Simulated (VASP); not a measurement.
Set up this calculation in VASP 6.6.1, as the native input.

```yaml
Task: single point
Functional: PBE
Potentials_or_basis: VASP PAW PBE potentials, release 64 (Zn, Te, P, Pt)
Cutoff: 520 eV
k_mesh: 3 × 3 × 3
Occupations: gaussian, width 0.2 eV
Spin: no spin polarisation
Dipole_correction: no
Further_INCAR_settings: ALGO = Normal; EDIFF = 1e-07; NBANDS = 34
```

The structure of ZnTe3P2Pt lies in POSCAR:

```
ZnTe3P2Pt
1.0
    3.5804192602      2.0671560237      3.8946414670
   -3.5804192602      2.0671560237      3.8946414670
    0.0000000000     -4.1343120474      3.8946414670
Zn Te P Pt
1 3 2 1
Direct
    0.0000000000      0.0000000000      0.0000000000
    0.0000000000      0.0000000000      0.5000000000
    0.5000000000      0.0000000000      0.0000000000
    0.0000000000      0.5000000000      0.0000000000
    0.3093947616      0.3093947616      0.3093947616
    0.6906052384      0.6906052384      0.6906052384
    0.5000000000      0.5000000000      0.5000000000
```

The cell was generated, and may not be a known phase.

These files were run (other wordings do the same):

INCAR

```
SYSTEM = ZnTe3P2Pt
PREC     = Accurate       ! precision mode
ENCUT    = 520            ! plane-wave cutoff, eV
EDIFF    = 1E-7           ! SCF threshold, eV
ISMEAR   = 0              ! smearing method
SIGMA    = 0.2            ! smearing width, eV
LREAL    = .FALSE.        ! projectors in reciprocal space
LASPH    = .TRUE.         ! aspherical terms in the spheres
NELM     = 80             ! most SCF steps
ALGO     = Normal         ! electronic algorithm
ISIF     = 2              ! what is computed and relaxed
LWAVE    = .FALSE.        ! write WAVECAR
LCHARG   = .FALSE.        ! write CHGCAR
GGA      = PE             ! functional
NBANDS   = 34             ! bands
```

KPOINTS

```
regular mesh
0
G
  3 3 3
  0 0 0
```

Potentials or basis: VASP PAW PBE potentials, release 64 (Zn, Te, P, Pt).

The run is started by

```console
$ cat potpaw_PBE.64/Zn/POTCAR potpaw_PBE.64/Te/POTCAR potpaw_PBE.64/P/POTCAR potpaw_PBE.64/Pt/POTCAR > POTCAR
$ mpirun -np 1 vasp_std > vasp.out
```

It gave:

| Item | Value |
| --- | --- |
| Pressure | 0.1 GPa |
| Largest force | 0.029 eV/Å |
| Band gap on the k mesh | zero (bands 25 and 26 overlap by 0.66 eV) |

Caveat: the k points lie up to 0.38 Å⁻¹ apart, too coarse for converged energies and pressures of a metal; spin-orbit coupling is left out, which moves the levels of the heavy elements.

It took 47 s on 1 thread of Oxide Virtual Turin-like Processor, with other jobs on the host, peak memory 0.24 GiB.
